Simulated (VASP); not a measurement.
**BaTiO3: single point with PBEsol**

Crystal: BaTiO3.

```
Ba Ti O
1.0
     2.70942    1.56428    2.22168
    -2.70942    1.56428    2.22168
     0.00000   -3.12857    2.22168
Ba Ti O
1 1 3
Direct
  0.00000 0.00000 0.00000
  0.48450 0.48450 0.48450
  0.50860 0.50860 0.01750
  0.01750 0.50860 0.50860
  0.50860 0.01750 0.50860
```

| Property | Result |
| --- | --- |
| Program | VASP 6.6.1 |
| Task | single point |
| Functional | PBEsol |
| Potentials or basis | VASP PAW PBE potentials, release 64 (Ba_sv, Ti_sv, O) |
| Cutoff | 520 eV |
| k mesh | 6 × 6 × 6 |
| Occupations | gaussian, width 0.01 eV |
| Spin | no spin polarisation |

```
Pressure               : 30.3 GPa
Largest force          : 1.677 eV/Å
Band gap on the k mesh : 2.64 eV, indirect (least direct gap 2.91 eV)
```

Forces on the atoms (eV/Å):
```
Ba   0.000  0.000 -0.079
Ti   0.000  0.000  1.677
O    0.000  1.098 -0.533
O   -0.951 -0.549 -0.533
O    0.951 -0.549 -0.533
```

Stress tensor (GPa, compression positive):
```
30.98  0.00  0.00
 0.00 30.98  0.00
 0.00  0.00 28.91
```

Levels at points of the mesh, in eV from the valence-band top:
| k point | band 17 | band 18 | band 19 | band 20 | band 21 | band 22 | band 23 | band 24 |
| --- | --- | --- | --- | --- | --- | --- | --- | --- |
| (0.00, 0.00, 0.00) | -1.30 | -0.47 | -0.27 | -0.27 | 2.64 | 2.64 | 2.84 | 5.02 |
| (0.50, 0.00, 0.00) | -1.90 | -1.76 | -0.96 | -0.78 | 2.90 | 4.48 | 4.59 | 5.46 |
| (0.50, 0.50, 0.00) | -1.51 | -0.78 | -0.74 | -0.11 | 4.58 | 4.59 | 4.93 | 6.21 |
| (0.50, 0.50, 0.50) | -2.21 | -0.02 | -0.02 | 0.00 | 5.18 | 5.36 | 5.36 | 7.18 |

Run time: 32 s on 1 thread of Intel(R) Xeon(R) 6975P-C (Granite Rapids), with other jobs on the host, peak memory 0.19 GiB.

Caveat: the PAW data sets were made with another functional, which shifts forces and pressure a little; spin-orbit coupling is left out, which moves the levels of the heavy elements. A k mesh can miss the band edges.
